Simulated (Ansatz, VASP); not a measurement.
## One calculation of Si4O7, two programs

INCAR

```
SYSTEM = Si4O7
ALGO = Normal
EDIFF = 1E-6
ENCUT = 520
ISIF = 2
ISMEAR = 0
LASPH = .True.
LCHARG = .False.
LREAL = .False.
LWAVE = .False.
NBANDS = 40
NELM = 80
PREC = Accurate
SIGMA = 0.05
```

File KPOINTS:

```
k-points
0
Gamma
  6 6 6
  0 0 0
```

POSCAR

```
Si4O7
1.0
    0.0000000000      4.1548619959     -2.6614337333
    0.0000000000     -4.1548619959     -2.6614337333
   -4.1548619959      0.0000000000      2.6614337333
Si O
4 7
Direct
    0.2500000000      0.7500000000      0.5000000000
    0.7500000000      0.2500000000      0.5000000000
    0.0000000000      0.0000000000      1.0000000000
    0.5000000000      0.5000000000      1.0000000000
    1.0000000000      0.3055647994      0.3055647994
    0.5555647994      0.7500000000      0.8055647994
    0.0555647994      0.2500000000      0.8055647994
    0.0000000000      0.6944352006      0.6944352006
    0.4149061050      0.1458264005      0.5607325054
    0.9444352006      0.7500000000      0.1944352006
    0.4444352006      0.2500000000      0.1944352006
```

Input for Ansatz:

```yaml
crystal:
  lattice:
    - [0.0, 4.1548619959, -2.6614337333]
    - [0.0, -4.1548619959, -2.6614337333]
    - [-4.1548619959, 0.0, 2.6614337333]
  atoms:
    - { symbol: Si, position: [0.25, 0.75, 0.5] }
    - { symbol: Si, position: [0.75, 0.25, 0.5] }
    - { symbol: Si, position: [0.0, 0.0, 1.0] }
    - { symbol: Si, position: [0.5, 0.5, 1.0] }
    - { symbol: O, position: [1.0, 0.3055647994, 0.3055647994] }
    - { symbol: O, position: [0.5555647994, 0.75, 0.8055647994] }
    - { symbol: O, position: [0.0555647994, 0.25, 0.8055647994] }
    - { symbol: O, position: [0.0, 0.6944352006, 0.6944352006] }
    - { symbol: O, position: [0.414906105, 0.1458264005, 0.5607325054] }
    - { symbol: O, position: [0.9444352006, 0.75, 0.1944352006] }
    - { symbol: O, position: [0.4444352006, 0.25, 0.1944352006] }
basis:
  ecutwfc: 420
kpoints:
  mp_grid: { grid: [6, 6, 6] }
hamiltonian:
  xc: lda
  pseudopotentials: { kind: paw, azcp: { folder: soft_1 } }
scf:
  occupations: { method: gaussian, width: 0.05 }
output:
  forces: true
  stress: true
  eigenvalues: true
  write_density: true
  write_potential: true
  elf: true
  volumetric_format: npy
```

Change from the starting cell: O vacancy; atom 9 moved 0.125 of the way to it and -0.500 Å across, host rigid.

Alike in both runs: task single point; functional LDA; k mesh 6 × 6 × 6; occupations gaussian, width 0.05 eV; no spin polarisation.

```csv
,VASP,Ansatz
version,VASP 6.6.1,Ansatz 0.2.0
potentials or method,"VASP PAW LDA potentials, release 64 (Si, O), cutoff 520 eV","scalar-relativistic, plane waves, PAW"
valence electrons in the cell,58,58
```

```tsv
	VASP	Ansatz	Ansatz less VASP
gap on the k mesh at the Fermi level (eV)	1.69	1.69	+0.001
least direct gap on the mesh (eV)	2.07	2.08	+0.004
pressure (GPa)	6.3	5.3	-0.99
traceless stress, the component that is largest in VASP (GPa)	-4.64	-4.35	+0.288
rms of the force components (eV/Å)	1.910	1.899	-0.0110
```

Ansatz warns that its potentials were made for another functional, while VASP's fit it. LDA's correlation is that of Perdew and Zunger in VASP and of Perdew and Wang (1992) in Ansatz. Atom by atom the forces differ by 0.028 eV/Å (rms over components).
